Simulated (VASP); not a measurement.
# Mg2BeS3 (R-3m) in VASP: relaxation of cell and atoms with PBE

Aim: the relaxation of cell and atoms of Mg2BeS3 with PBE.

Program: VASP 6.6.1. These are calculated values, not measurements. Logs are shortened: lines on timing, memory, paths and dates and some standing lists are left out, and cuts for length are marked.

## Step 1: The cell of the first run

The structure is trigonal, space group R-3m (No. 166). The conventional cell has a = 6.622 Å, b = 6.622 Å, c = 9.106 Å, α = 90.00°, β = 90.00°, γ = 120.00°. Within 3.2 Å of Mg (site symmetry 3m) lie 3 S at 2.39 Å and 1 Be at 2.96 Å and 1 Mg at 3.20 Å. Be (site symmetry -3m) has 6 S at 2.44 Å and 2 Mg at 2.96 Å within 3.2 Å. Within 3.4 Å of S (site symmetry 2/m) lie 2 Mg at 2.39 Å and 2 Be at 2.44 Å and 4 S at 3.31 Å.

The cell was built from a structure type or drawn by symmetry, and may not be a known phase.

## Step 2: Relaxation of cell and atoms, PBE

The input, INCAR:

```
ALGO = Normal ; EDIFF = 1E-7
EDIFFG = -0.01 ; ENCUT = 600
GGA = PE ; GGA_COMPAT = False
IBRION = 2 ; ISIF = 3
ISMEAR = 0 ; LASPH = True
LCHARG = False ; LREAL = False
LWAVE = False ; NELM = 120
NELMIN = 4 ; NSW = 100
PREC = Accurate ; SIGMA = 0.1
```

The input, KPOINTS:

```
k-points
0
Gamma
  12 12 12
```

The input, POSCAR:

```
Mg2BeS3
1.0
    3.3109967709      1.9116048770      3.0351671611
   -3.3109967709      1.9116048770      3.0351671611
    0.0000000000     -3.8232097539      3.0351671611
Mg Be S
2 1 3
Direct
    0.6754678423      0.6754678423      0.6754678423
    0.3245321577      0.3245321577      0.3245321577
    0.0000000000      0.0000000000      0.0000000000
    0.0000000000      0.5000000000      0.0000000000
    0.5000000000      0.0000000000      0.0000000000
    0.0000000000      0.0000000000      0.5000000000
```

Potentials or basis: VASP PAW PBE potentials, release 64 (Mg, Be, S).

Command:

```sh
cat potpaw_PBE.64/Mg/POTCAR potpaw_PBE.64/Be/POTCAR potpaw_PBE.64/S/POTCAR > POTCAR
mpirun -np 1 vasp_std > vasp.out
```

OUTCAR:

```text
EDIFF = 1E-7
   EDIFFG = -0.01
   ENCUT = 600
   GGA = PE
   IBRION = 2
   ISIF = 3
   ISMEAR = 0
   LASPH = True
   LREAL = False
   NELM = 120
   NELMIN = 4
   NSW = 100
   PREC = Accurate

 ion  position               nearest neighbor table
   1  0.675  0.675  0.675-   4 2.39   5 2.39   6 2.39   3 2.96   2 3.20
   2  0.325  0.325  0.325-   4 2.39   5 2.39   6 2.39   3 2.96   1 3.20
   3  0.000  0.000  0.000-   6 2.44   6 2.44   4 2.44   5 2.44   4 2.44   5 2.44   1 2.96   2 2.96

   4  0.000  0.500  0.000-   1 2.39   2 2.39   3 2.44   3 2.44
   5  0.500  0.000  0.000-   1 2.39   2 2.39   3 2.44   3 2.44
   6  0.000  0.000  0.500-   1 2.39   2 2.39   3 2.44   3 2.44

  LATTYP: Found a trigonal (rhomboedric) cell.
 ALAT       =     4.8815133431
 COS(alpha) =     0.0798925470

  Lattice vectors:

 A1 = (   3.3109967709,   1.9116048770,   3.0351671611)
 A2 = (  -3.3109967709,   1.9116048770,   3.0351671611)
 A3 = (   0.0000000000,  -3.8232097539,   3.0351671611)

Analysis of symmetry for initial positions (statically):
=====================================================================
 Subroutine PRICEL returns:
 Original cell was already a primitive cell.

 Routine SETGRP: Setting up the symmetry group for a
 trigonal (rhombohedral) supercell.

 Subroutine GETGRP returns: Found 12 space group operations
 (whereof 12 operations were pure point group operations)
 out of a pool of 12 trial point group operations.

The static configuration has the point symmetry D_3d.

Analysis of symmetry for dynamics (positions and initial velocities):
=====================================================================
 Subroutine PRICEL returns:
 Original cell was already a primitive cell.

 Routine SETGRP: Setting up the symmetry group for a
 trigonal (rhombohedral) supercell.

 Subroutine GETGRP returns: Found 12 space group operations
 (whereof 12 operations were pure point group operations)
 out of a pool of 12 trial point group operations.

The dynamic configuration has the point symmetry D_3d.

 Subroutine INISYM returns: Found 12 space group operations
 (whereof 12 operations are pure point group operations),
 and found     1 'primitive' translations

----------------------------------------------------------------------------------------

                                     Primitive cell

  volume of cell :     115.2632

  direct lattice vectors                    reciprocal lattice vectors
[... 107 lines left out ...]
   NUPDOWN=      -1.0000    fix difference up-down
   EMIN   =  10.00;   EMAX   =-10.00  energy-range for DOS
   EFERMI =   0.00;   METHOD = LEGACY
   ISMEAR =     0;   SIGMA  =   0.10  broadening in eV -4-tet -1-fermi 0-gaus
   EFERMI_NEDOS =   21; number of points for ismear=-14 and -15
   IALGO  =     38    algorithm
   IMIX   =      4    mixing-type and parameters
     AMIX     =   0.40;   BMIX     =  1.00
     AMIX_MAG =   1.60;   BMIX_MAG =  1.00
  volume/ion in A,a.u.               =      19.21       129.64
  Fermi-wavevector in a.u.,A,eV,Ry     =   0.970320  1.833639 12.810170  0.941521
  Thomas-Fermi vector in A             =   2.100445
   LORBIT       =      0    0 simple, 1 ext, 2 COOP (PROOUT), +10 PAW based schemes
   GGA     = PE    functional components
   LHFCALC =     F    Hartree Fock is set to
   AEXX    =    0.0000 exact exchange contribution
   IVDW    =     0    specifies the selected vdW correction
   LEPSILON=     F    determine dielectric tensor
   LRPA    =     F    only Hartree local field effects (RPA)
 conjugate gradient relaxation of ions
 non-spin polarized calculation
 Gauss-broadening in eV      SIGMA  =   0.10
  energy-cutoff  :      600.00
  volume of cell :      115.26
 maximum number of plane-waves:      3865
   NGX = 19   NGY = 19   NGZ = 19

--------------------------------------- Ionic step        1  -------------------------------------------

 number of electron      24.0000002 magnetization

 Free energy of the ion-electron system (eV)
  ---------------------------------------------------
  ext. energy  EPLUGINS =         0.00000000
  ---------------------------------------------------
  free energy    TOTEN  =       -21.73323078 eV

  energy without entropy =      -21.72142976  energy(sigma->0) =      -21.72733027

------------------------ aborting loop because EDIFF is reached ----------------------------------------

  FORCE on cell =-STRESS in cart. coord.  units (eV):
  Direction    XX          YY          ZZ          XY          YZ          ZX
  --------------------------------------------------------------------------------------
  -------------------------------------------------------------------------------------
  Total        0.0379825      0.0379825     -0.1578826      0.0000000     -0.0000000      0.0000000
  in kB        0.5279624      0.5279624     -2.1945942      0.0000000     -0.0000000      0.0000000
  external PRESSURE =      -0.3795564 kB  Pullay stress =       0.0000000 kB
[... 267 lines left out ...]
--------------------------------------- Ionic step        8  -------------------------------------------

 number of electron      24.0000002 magnetization

 Free energy of the ion-electron system (eV)
  ---------------------------------------------------
  ext. energy  EPLUGINS =         0.00000000
  ---------------------------------------------------
  free energy    TOTEN  =       -21.73428839 eV

  energy without entropy =      -21.72329607  energy(sigma->0) =      -21.72879223

 E-fermi :   3.4510     XC(G=0):  -9.0647

 val. band max:        3.4507427248   @ k =   0.5000   0.5000   0.0833
 cond. band min:       3.4538958829   @ k =   0.4167   0.2500   0.2500
 fundamental gap:      0.0031531581
 Fermi energy:         3.4510390249

 k-point     1 :       0.0000    0.0000    0.0000
  band No.  band energies     occupation
      1      -9.7958      2.00000
      2      -7.7704      2.00000
      3      -7.7704      2.00000
      4      -2.1478      2.00000
      5      -0.6316      2.00000
      6      -0.6316      2.00000
[... 433 lines left out ...]
      3      -7.8424      2.00000
      4      -1.1160      2.00000
      5      -0.6812      2.00000
      6      -0.3294      2.00000
[... 8 lines left out ...]
     15       7.2949      0.00000
     16       8.3075      0.00000

 [... further k-points ...]

------------------------ aborting loop because EDIFF is reached ----------------------------------------

  FORCE on cell =-STRESS in cart. coord.  units (eV):
  Direction    XX          YY          ZZ          XY          YZ          ZX
  --------------------------------------------------------------------------------------
  -------------------------------------------------------------------------------------
  Total        0.0026627      0.0026627      0.0053134      0.0000000      0.0000000     -0.0000000
  in kB        0.0367919      0.0367919      0.0734174      0.0000000      0.0000000     -0.0000000
  external PRESSURE =       0.0490004 kB  Pullay stress =       0.0000000 kB
[... 21 lines left out ...]
  FREE ENERGIE OF THE ION-ELECTRON SYSTEM (eV)
  ---------------------------------------------------
  free  energy   TOTEN  =       -21.7342883914 eV

  energy  without entropy=      -21.7232960684  energy(sigma->0) =      -21.72879223

 reached required accuracy - stopping structural energy minimisation
```

It took 14 min on 1 thread of Intel Xeon Platinum 8559C (Emerald Rapids), shared host; peak memory 0.59 GiB.

What came out:

* Free energy: -21.7343 eV
* Relaxed volume: 19.33 Å³/atom
* Relaxed cell: a = 4.890 Å, b = 4.890 Å, c = 4.890 Å, α = 85.57°, β = 85.57°, γ = 85.57°
* Space group after relaxing (to 0.1 Å): R-3m (No. 166)
* Energy gained by relaxing: 0.2 meV/atom
* Ionic steps: 8
* Pressure after relaxing: 0.0 GPa
* Band gap on the k mesh: zero (bands 12 and 13 overlap by 0.59 eV)

Step by step:
| step | energy change (eV) | largest force (eV/Å) | pressure (GPa) | volume (Å³) |
| --- | --- | --- | --- | --- |
| 1 | 0.0000 | 0.0510 | -0.04 | 115.26 |
| 2 | -0.0003 | 0.0336 | 0.06 | 115.19 |
| 3 | -0.0004 | 0.0191 | 0.15 | 115.12 |
| 4 | -0.0007 | 0.0232 | 0.07 | 115.39 |
| 5 | -0.0008 | 0.0317 | -0.10 | 115.94 |
| 6 | -0.0008 | 0.0285 | -0.04 | 115.73 |
| 7 | -0.0010 | 0.0114 | -0.01 | 115.86 |
| 8 | -0.0011 | 0.0014 | 0.00 | 115.95 |

Final structure:
```
Mg Be S
1.0
     3.32174    1.91781    3.03365
    -3.32174    1.91781    3.03365
     0.00000   -3.83561    3.03365
Mg Be S
2 1 3
Direct
  0.67743 0.67743 0.67743
  0.32257 0.32257 0.32257
  0.00000 0.00000 0.00000
  0.00000 0.50000 0.00000
  0.50000 0.00000 0.00000
  0.00000 0.00000 0.50000
```

Caveat: semilocal functionals underestimate gaps, so a narrow gap can read as zero.
